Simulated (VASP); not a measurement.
**TiO2: single point with PBE+U**

Crystal: TiO2.

```
CELL_PARAMETERS angstrom
4.50114 0.00000 0.00000
0.00000 4.50114 0.00000
0.00000 0.00000 3.06022
ATOMIC_POSITIONS crystal
Ti 0.50000 0.50000 0.00000
Ti 0.00000 0.00000 0.50000
O 0.69482 0.69482 0.50000
O 0.80518 0.19482 0.00000
O 0.19482 0.80518 0.00000
O 0.30518 0.30518 0.50000
```

This cell differs from its parent crystal: biaxial strain in the a-b plane: -3.0 %.

* Program: VASP 6.6.1
* Task: single point
* Functional: PBE
* Potentials or basis: VASP PAW PBE potentials, release 64 (Ti_sv, O_h)
* Cutoff: 910 eV
* k mesh: 6 × 6 × 10
* Occupations: gaussian, width 0.02 eV
* Spin: no spin polarisation
* Hubbard terms: Ti d U = 4.0 eV
* Dipole correction: no
* Further INCAR settings: ALGO = Normal; EDIFF = 1e-06; NBANDS = 33

- Pressure: 12.8 GPa
- Largest force: 0.097 eV/Å
- Band gap on the k mesh: 2.39 eV

Forces in eV/Å, atoms in the order of the input:
```
Ti   0.000  0.000  0.000
Ti   0.000  0.000  0.000
O    0.069  0.069  0.000
O   -0.069  0.069  0.000
O    0.069 -0.069  0.000
O   -0.069 -0.069  0.000
```

Stress tensor (GPa, compression positive):
```
16.12  0.00  0.00
 0.00 16.12  0.00
 0.00  0.00  6.05
```

Levels at points of the mesh, in eV from the valence-band top:
```
           k point  band 22  band 23  band 24  band 25  band 26  band 27
(0.00, 0.00, 0.00)    -0.47    -0.47     0.00     2.39     2.71     2.81
(0.50, 0.00, 0.00)    -1.99    -0.79    -0.79     3.04     3.04     3.49
(0.50, 0.50, 0.00)    -1.67    -1.08    -1.08     2.44     2.44     2.90
(0.00, 0.00, 0.50)    -2.55    -1.44    -1.44     3.37     3.37     3.50
(0.50, 0.00, 0.50)    -2.01    -1.11    -1.11     2.41     2.41     3.47
(0.50, 0.50, 0.50)    -1.31    -0.69    -0.69     3.07     3.07     3.47
```

Eigenvalues of the final occupation matrices:
| site | spin | trace | eigenvalues |
| --- | --- | --- | --- |
| site 1 d | 1 | 0.79 | 0.07 0.10 0.10 0.26 0.26 |
| site 1 d | 2 | 0.79 | 0.07 0.10 0.10 0.26 0.26 |
| site 2 d | 1 | 0.79 | 0.07 0.10 0.10 0.26 0.26 |
| site 2 d | 2 | 0.79 | 0.07 0.10 0.10 0.26 0.26 |

Run time: 4.1 min on 1 thread of Intel(R) Xeon(R) Platinum 8488C (Sapphire Rapids) (shared host), peak memory 0.39 GiB.

Caveat: the cell differs from its parent crystal (biaxial strain in the a-b plane: -3.0 %); the cutoff is under 1.25 times the usual one of these potentials, so pressure, stress and relaxed cells hold a basis-set (Pulay) error; the cell stands under pressure. A k mesh can miss the band edges.
